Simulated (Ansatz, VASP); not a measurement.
## Two plane-wave programs on CuI

```
CELL_PARAMETERS angstrom
0.00000 2.93080 2.93080
2.93080 0.00000 2.93080
2.93080 2.93080 0.00000
ATOMIC_POSITIONS crystal
Cu 0.00000 0.00000 0.00000
I 0.25000 0.25000 0.25000
```

Alike in both runs: functional LDA; k mesh 8 × 8 × 8; occupations gaussian, width 0.02 eV; no spin polarisation.

Ansatz relaxed the structure, and its values are those at the end. VASP's run is a single point on that final structure, the one shown.

|  | VASP | Ansatz |
| --- | --- | --- |
| version | VASP 6.6.1 | Ansatz 0.2.0 |
| potentials or method | VASP PAW LDA potentials, release 64 (Cu, I), cutoff 600 eV | scalar-relativistic, plane waves, PAW |
| valence electrons in the cell | 18 | 36 |

|  | VASP | Ansatz | Ansatz less VASP |
| --- | --- | --- | --- |
| gap on the k mesh at the Fermi level (eV) | 1.29 | 1.22 | -0.062 |
| least direct gap on the mesh (eV) | 1.29 | 1.22 | -0.062 |
| pressure (GPa) | 0.2 | 0.0 | -0.26 |

Ansatz warns that its potentials were made for another functional, while VASP's fit it. LDA's correlation is that of Perdew and Zunger in VASP and of Perdew and Wang (1992) in Ansatz. VASP's potentials hold 18 valence electrons a cell and Ansatz's 36, so a difference there can come from the potentials and not from the codes.

Neither program's run includes spin-orbit coupling.
